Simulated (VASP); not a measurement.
# MoS2 (P6_3/mmc) in VASP: notebook

MoS2 is run at these levels: PBEsol; tasks: single point.

All numbers are computed with VASP 6.6.1; they aren't measurements. Logs are shortened: lines on timing, memory, paths and dates and some standing lists are left out, and cuts for length are marked.

## 1. The cell of the first run

It takes space group P6_3/mmc (No. 194, hexagonal). The conventional cell has a = 3.416 Å, b = 3.416 Å, c = 11.395 Å, α = 90.00°, β = 90.00°, γ = 120.00°. Within 3.2 Å of Mo (site symmetry -6m2) lie 6 S at 2.43 Å. S (site symmetry 3m) has 3 Mo at 2.43 Å and 1 S at 2.83 Å within 3.2 Å.

## 2. Single point, PBEsol (19.20 Å³/atom)

Input file INCAR:

```
SYSTEM = MoS2
PREC = Accurate
ENCUT = 520
EDIFF = 1E-6
ISMEAR = 1
SIGMA = 0.2
LREAL = .False.
LASPH = .True.
NELM = 100
ALGO = Normal
ISIF = 2
LWAVE = .False.
LCHARG = .False.
GGA = PS
NBANDS = 35
```

Input file KPOINTS:

```
Automatic mesh
0
Gamma
  12 12 4
  0 0 0
```

Input file POSCAR:

```
MoS2
1.0
    3.4163997891      0.0000000000      0.0000000000
   -1.7081998946      2.9586890068      0.0000000000
    0.0000000000      0.0000000000     11.3950598566
Mo S
2 4
Direct
    0.3333333333      0.6666666667      0.2500000000
    0.6666666667      0.3333333333      0.7500000000
    0.3333333333      0.6666666667      0.6259932117
    0.6666666667      0.3333333333      0.1259932117
    0.3333333333      0.6666666667      0.8740067883
    0.6666666667      0.3333333333      0.3740067883
```

Potentials or basis: VASP PAW PBE potentials, release 64 (Mo_sv, S).

On the command line:

```console
$ cat potpaw_PBE.64/Mo_sv/POTCAR potpaw_PBE.64/S/POTCAR > POTCAR
$ mpirun -np 1 vasp_std > vasp.out
```

OUTCAR:

```text
SYSTEM = MoS2
   PREC = Accurate
   ENCUT = 520
   EDIFF = 1E-6
   ISMEAR = 1
   LREAL = .False.
   LASPH = .True.
   NELM = 100
   ISIF = 2
   GGA = PS

 ion  position               nearest neighbor table
   1  0.333  0.667  0.250-   4 2.43   6 2.43   4 2.43   6 2.43   4 2.43   6 2.43
   2  0.667  0.333  0.750-   3 2.43   5 2.43   3 2.43   5 2.43   3 2.43   5 2.43
   3  0.333  0.667  0.626-   2 2.43   2 2.43   2 2.43
   4  0.667  0.333  0.126-   1 2.43   1 2.43   1 2.43
   5  0.333  0.667  0.874-   2 2.43   2 2.43   2 2.43
   6  0.667  0.333  0.374-   1 2.43   1 2.43   1 2.43

  LATTYP: Found a hexagonal cell.
 ALAT       =     3.4163997891
 C/A-ratio  =     3.3354000000

  Lattice vectors:

 A1 = (   3.4163997891,   0.0000000000,   0.0000000000)
 A2 = (  -1.7081998946,   2.9586890068,   0.0000000000)
 A3 = (   0.0000000000,   0.0000000000,  11.3950598566)

Analysis of symmetry for initial positions (statically):
=====================================================================
 Subroutine PRICEL returns:
 Original cell was already a primitive cell.

 Routine SETGRP: Setting up the symmetry group for a
 hexagonal supercell.

 Subroutine GETGRP returns: Found 24 space group operations
 (whereof 12 operations were pure point group operations)
 out of a pool of 24 trial point group operations.

The static configuration has the point symmetry D_3d.
 The point group associated with its full space group is D_6h.

Analysis of symmetry for dynamics (positions and initial velocities):
=====================================================================
 Subroutine PRICEL returns:
 Original cell was already a primitive cell.

 Routine SETGRP: Setting up the symmetry group for a
 hexagonal supercell.

 Subroutine GETGRP returns: Found 24 space group operations
 (whereof 12 operations were pure point group operations)
 out of a pool of 24 trial point group operations.

The dynamic configuration has the point symmetry D_3d.
 The point group associated with its full space group is D_6h.

 Subroutine INISYM returns: Found 24 space group operations
 (whereof 12 operations are pure point group operations),
 and found     1 'primitive' translations

----------------------------------------------------------------------------------------

                                     Primitive cell

  volume of cell :     115.1820

  direct lattice vectors                    reciprocal lattice vectors
     3.416399789  0.000000000  0.000000000     0.292705790  0.168993767  0.000000000
    -1.708199895  2.958689007  0.000000000     0.000000000  0.337987534  0.000000000
     0.000000000  0.000000000 11.395059857     0.000000000  0.000000000  0.087757328

  length of vectors
     3.416399789  3.416399789 11.395059857     0.337987534  0.337987534  0.087757328

  position of ions in fractional coordinates (direct lattice)
     0.333333333  0.666666667  0.250000000
     0.666666667  0.333333333  0.750000000
     0.333333333  0.666666667  0.625993212
     0.666666667  0.333333333  0.125993212
     0.333333333  0.666666667  0.874006788
     0.666666667  0.333333333  0.374006788

  ion indices of the primitive-cell ions
   primitive index   ion index
                 1           1
                 2           2
                 3           3
                 4           4
                 5           5
                 6           6

----------------------------------------------------------------------------------------

 KPOINTS: Automatic mesh

Automatic generation of k-mesh.
 Grid dimensions read from file:
 generate k-points for:   12   12    4

 Generating k-lattice:

  Cartesian coordinates                     Fractional coordinates (reciprocal lattice)
     0.024392149  0.014082814  0.000000000     0.083333333 -0.000000000  0.000000000
     0.000000000  0.028165628  0.000000000     0.000000000  0.083333333  0.000000000
     0.000000000  0.000000000  0.021939332     0.000000000  0.000000000  0.250000000

  Length of vectors
     0.028165628  0.028165628  0.021939332

  Shift w.r.t. Gamma in fractional coordinates (k-lattice)
     0.000000000  0.000000000  0.000000000

 Subroutine IBZKPT returns following result:
 ===========================================

 Found     57 irreducible k-points:

 Following reciprocal coordinates:
            Coordinates               Weight
  0.000000  0.000000  0.000000      1.000000
  0.083333 -0.000000  0.000000      6.000000
  0.166667 -0.000000  0.000000      6.000000
  0.250000 -0.000000  0.000000      6.000000
  0.333333 -0.000000  0.000000      6.000000
  0.416667 -0.000000  0.000000      6.000000
[... 16 lines left out ...]
  0.250000 -0.000000  0.250000     12.000000
  0.333333 -0.000000  0.250000     12.000000
 [... further k-points ...]
   k-points           NKPTS =     57   k-points in BZ     NKDIM =     57   number of bands    NBANDS=     35
   number of dos      NEDOS =    301   number of ions     NIONS =      6
   total plane-waves  NPLWV =  70560
   dimension x,y,z NGX =    28 NGY =   28 NGZ =   90
   dimension x,y,z NGXF=    56 NGYF=   56 NGZF=  180
   ions per type =               2   4
   NGX,Y,Z   is equivalent  to a cutoff of  13.63, 13.63, 13.13 a.u.
   NGXF,Y,Z  is equivalent  to a cutoff of  27.25, 27.25, 26.26 a.u.
 SYSTEM =  MoS2
   PREC   = accura    normal or accurate (medium, high low for compatibility)
   ISTART =      0    job   : 0-new  1-cont  2-samecut
   ICHARG =      2    charge: 1-file 2-atom 10-const
   ISPIN  =      1    spin polarized calculation?
   LNONCOLLINEAR =      F non collinear calculations
   LSORBIT =      F    spin-orbit coupling
   LASPH  =      T    aspherical Exc in radial PAW
   ENCUT  =  520.0 eV  38.22 Ry    6.18 a.u.   6.35  6.35 21.19*2*pi/ulx,y,z
   NELM   =    100;   NELMIN=  2; NELMDL= -5     # of ELM steps
   EDIFF  = 0.1E-05   stopping-criterion for ELM
   LREAL  =      F    real-space projection
[... 7 lines left out ...]
   TEBEG  =    0.0;   TEEND  =   0.0 temperature during run
   PSTRESS=    0.0 pullay stress
   NELECT =      52.0000    total number of electrons
   NUPDOWN=      -1.0000    fix difference up-down
   EMIN   =  10.00;   EMAX   =-10.00  energy-range for DOS
   EFERMI =   0.00;   METHOD = LEGACY
   ISMEAR =     1;   SIGMA  =   0.20  broadening in eV -4-tet -1-fermi 0-gaus
   EFERMI_NEDOS =   21; number of points for ismear=-14 and -15
   IALGO  =     38    algorithm
   IMIX   =      4    mixing-type and parameters
     AMIX     =   0.40;   BMIX     =  1.00
     AMIX_MAG =   1.60;   BMIX_MAG =  1.00
  volume/ion in A,a.u.               =      19.20       129.55
  Fermi-wavevector in a.u.,A,eV,Ry     =   1.255879  2.373267 21.459539  1.577232
  Thomas-Fermi vector in A             =   2.389614
   LORBIT       =      0    0 simple, 1 ext, 2 COOP (PROOUT), +10 PAW based schemes
   GGA     = PS    functional components
   LHFCALC =     F    Hartree Fock is set to
   AEXX    =    0.0000 exact exchange contribution
   IVDW    =     0    specifies the selected vdW correction
   LEPSILON=     F    determine dielectric tensor
   LRPA    =     F    only Hartree local field effects (RPA)
 non-spin polarized calculation
 Methfessel and Paxton  Order N= 1 SIGMA  =   0.20
  energy-cutoff  :      520.00
  volume of cell :      115.18
 maximum number of plane-waves:      3138
 NGX is ok and might be reduce to    28
   NGX = 13   NGY = 13   NGZ = 43

 number of electron      52.0000007 magnetization

 Free energy of the ion-electron system (eV)
  ---------------------------------------------------
  ext. energy  EPLUGINS =         0.00000000
  ---------------------------------------------------
  free energy    TOTEN  =       -45.55657410 eV

  energy without entropy =      -45.55124785  energy(sigma->0) =      -45.55479868

 E-fermi :   6.7893     XC(G=0): -10.6296

 val. band max:        6.7134366298   @ k =   0.0000   0.0000   0.0000
 cond. band min:       6.8085152538   @ k =   0.0833  -0.0000   0.2500
 fundamental gap:      0.0950786240
 Fermi energy:         6.7893380908

 k-point     1 :       0.0000    0.0000    0.0000
  band No.  band energies     occupation
      1     -54.9534      2.00000
      2     -54.9533      2.00000
      3     -29.0477      2.00000
      4     -29.0477      2.00000
      5     -29.0477      2.00000
      6     -29.0477      2.00000
[... 27 lines left out ...]
     34       9.0267     -0.00000
     35      10.7550     -0.00000

 k-point     2 :       0.0833   -0.0000    0.0000
  band No.  band energies     occupation
      1     -54.9523      2.00000
      2     -54.9523      2.00000
      3     -29.0610      2.00000
      4     -29.0610      2.00000
      5     -29.0507      2.00000
      6     -29.0507      2.00000
[... 27 lines left out ...]
     34       8.9186     -0.00000
     35      11.1739      0.00000

 k-point     3 :       0.1667   -0.0000    0.0000
  band No.  band energies     occupation
      1     -54.9496      2.00000
      2     -54.9496      2.00000
      3     -29.0973      2.00000
      4     -29.0973      2.00000
      5     -29.0590      2.00000
      6     -29.0590      2.00000
[... 27 lines left out ...]
     34       8.9457     -0.00000
     35      12.1587      0.00000
[... 723 lines left out ...]
 k-point    23 :       0.2500   -0.0000    0.2500
  band No.  band energies     occupation
      1     -54.9458      2.00000
      2     -54.9457      2.00000
      3     -29.1464      2.00000
      4     -29.1464      2.00000
      5     -29.0703      2.00000
      6     -29.0703      2.00000
[... 27 lines left out ...]
     34       9.4719     -0.00000
     35      13.3061      0.00000

 k-point    24 :       0.3333   -0.0000    0.2500
  band No.  band energies     occupation
      1     -54.9419      2.00000
      2     -54.9419      2.00000
      3     -29.1951      2.00000
      4     -29.1951      2.00000
      5     -29.0816      2.00000
      6     -29.0816      2.00000
[... 27 lines left out ...]
     34       9.9371     -0.00000
     35      12.7300      0.00000

 [... further k-points ...]

------------------------ aborting loop because EDIFF is reached ----------------------------------------

  FORCE on cell =-STRESS in cart. coord.  units (eV):
  Direction    XX          YY          ZZ          XY          YZ          ZX
  --------------------------------------------------------------------------------------
  -------------------------------------------------------------------------------------
  Total      -11.0965590    -11.0965590      6.5534583      0.0000000      0.0000000      0.0000000
  in kB     -154.3527221   -154.3527221     91.1583615      0.0000000      0.0000000      0.0000000
  external PRESSURE =     -72.5156942 kB  Pullay stress =       0.0000000 kB

 VOLUME and BASIS-vectors are now :
 -----------------------------------------------------------------------------
  energy-cutoff  :      520.00
  volume of cell :      115.18
      direct lattice vectors                 reciprocal lattice vectors
     3.416399789  0.000000000  0.000000000     0.292705790  0.168993767  0.000000000
    -1.708199895  2.958689007  0.000000000     0.000000000  0.337987534  0.000000000
     0.000000000  0.000000000 11.395059857     0.000000000  0.000000000  0.087757328

 POSITION                                       TOTAL-FORCE (eV/Angst)
 -----------------------------------------------------------------------------------
     -0.00000      1.97246      2.84876        -0.000000     -0.000000      0.000000
      1.70820      0.98623      8.54629         0.000000      0.000000      0.000000
     -0.00000      1.97246      7.13323        -0.000000     -0.000000     -0.942145
      1.70820      0.98623      1.43570         0.000000      0.000000     -0.942145
     -0.00000      1.97246      9.95936         0.000000     -0.000000      0.942145
      1.70820      0.98623      4.26183         0.000000     -0.000000      0.942145
 -----------------------------------------------------------------------------------
    total drift:                               -0.000000      0.000000     -0.000000

  FREE ENERGIE OF THE ION-ELECTRON SYSTEM (eV)
  ---------------------------------------------------
  free  energy   TOTEN  =       -45.5565740963 eV

  energy  without entropy=      -45.5512478451  energy(sigma->0) =      -45.55479868
```

Run time: 99 s. Hardware: 1 thread of Intel Xeon 6975P-C (Granite Rapids), shared host; peak memory 0.36 GiB.

Results:

```yaml
Free_energy: -45.5566 eV
Pressure: -7.3 GPa
Largest_force: 0.942 eV/Å
Band_gap_on_the_k_mesh: zero (bands 26 and 27 overlap by 0.67 eV)
```

Forces on the atoms (eV/Å):
```
Mo   0.000  0.000  0.000
Mo   0.000  0.000  0.000
S    0.000  0.000 -0.942
S    0.000  0.000 -0.942
S    0.000  0.000  0.942
S    0.000  0.000  0.942
```

Caveat: the stress differs along the axes, from -15 to 9 GPa; the PAW data sets were made with another functional, which shifts forces and pressure a little; this functional lacks dispersion, which binds layers or chains, so the pressure and a relaxed spacing across them are unreliable.

## 3. Single point, PBEsol (19.20 Å³/atom)

Edit INCAR of step 2 so:

```diff
@@ -3,3 +3,3 @@
 ENCUT = 520
-EDIFF = 1E-6
+EDIFF = 1E-7
 ISMEAR = 1
@@ -8,3 +8,3 @@
 LASPH = .True.
-NELM = 100
+NELM = 60
 ALGO = Normal
```

KPOINTS is that of step 2.

Edit POSCAR of step 2 so:

```diff
@@ -2,5 +2,5 @@
 1.0
-    3.4163997891      0.0000000000      0.0000000000
-   -1.7081998946      2.9586890068      0.0000000000
-    0.0000000000      0.0000000000     11.3950598566
+    3.2942660746      0.0000000000      0.0000000000
+   -1.6471330373      2.8529181074      0.0000000000
+    0.0000000000      0.0000000000     12.2556580774
 Mo S
```

Potentials or basis: VASP PAW PBE potentials, release 64 (Mo_sv, S).

On the command line:

```console
$ cat potpaw_PBE.64/Mo_sv/POTCAR potpaw_PBE.64/S/POTCAR > POTCAR
$ mpirun -np 1 vasp_std > vasp.out
```

Run time: 2 min. Hardware: 1 thread of Intel Xeon 6975P-C (Granite Rapids), shared host; peak memory 0.35 GiB.

The run converged. Its results:

```
Free energy            : -46.5041 eV
Pressure               : -8.4 GPa
Largest force          : 0.185 eV/Å
Band gap on the k mesh : 0.32 eV (least direct gap 1.28 eV)
```

Forces in eV/Å, atoms in the order of the input:
```
Mo   0.000  0.000  0.000
Mo   0.000  0.000  0.000
S    0.000  0.000  0.185
S    0.000  0.000  0.185
S    0.000  0.000 -0.185
S    0.000  0.000 -0.185
```

Stress tensor (GPa, compression positive):
```
-11.94   0.00   0.00
  0.00 -11.94   0.00
  0.00   0.00  -1.39
```

Levels at points of the mesh, in eV from the valence-band top:
```
           k point  band 24  band 25  band 26  band 27  band 28  band 29
(0.00, 0.00, 0.00)    -1.06    -0.91     0.00     1.61     1.61     1.63
(0.50, 0.00, 0.00)    -2.09    -1.59    -1.39     0.95     1.00     1.40
(0.00, 0.00, 0.50)    -2.33    -0.20    -0.20     1.61     1.61     1.61
(0.50, 0.00, 0.50)    -2.18    -1.47    -1.47     0.97     0.97     1.47
```

Caveat: the stress differs along the axes, from -12 to -1 GPa; the PAW data sets were made with another functional, which shifts forces and pressure a little; this functional lacks dispersion, which binds layers or chains, so the pressure and a relaxed spacing across them are unreliable. A k mesh can miss the band edges.

The gap in the log of VASP goes by the Fermi energy; the results here count the filled bands.